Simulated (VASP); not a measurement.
Wanted: the native input for a VASP 6.6.1 run.

* Task: single point
* Functional: PBE
* Potentials or basis: VASP PAW PBE potentials, release 64 (Mg, O)
* Cutoff: 600 eV
* k mesh: 10 × 10 × 10
* Occupations: gaussian, width 0.02 eV
* Spin: no spin polarisation
* Dipole correction: no
* Further INCAR settings: ALGO = Normal; EDIFF = 1e-06; NBANDS = 11

The structure of MgO (base) lies in POSCAR:

```
MgO
1.0
    0.0000000000      2.1268316263      2.1268316263
    2.1268316263      0.0000000000      2.1268316263
    2.1268316263      2.1268316263      0.0000000000
Mg O
1 1
Direct
    0.0000000000      0.0000000000      0.0000000000
    0.5000000000      0.5000000000      0.5000000000
```

These files were run (other wordings do the same):

INCAR

```
ALGO = Normal
EDIFF = 1E-6
ENCUT = 600
GGA = PE
GGA_COMPAT = F
ISIF = 2
ISMEAR = 0
LASPH = T
LCHARG = F
LREAL = F
LWAVE = F
NBANDS = 11
NELM = 120
PREC = Accurate
SIGMA = 0.02
```

KPOINTS

```
k-points
0
Gamma
  10 10 10
```

Potentials or basis: VASP PAW PBE potentials, release 64 (Mg, O).

Command:

```console
$ cat potpaw_PBE.64/Mg/POTCAR potpaw_PBE.64/O/POTCAR > POTCAR
$ mpirun -np 1 vasp_std > vasp.out
```

It gave:

| Item | Value |
| --- | --- |
| Pressure | -1.0 GPa |
| Band gap on the k mesh | 4.45 eV, direct |

Run time: 5.5 s on 1 thread of Intel Xeon 6975P-C (shared host), peak memory 0.14 GiB.
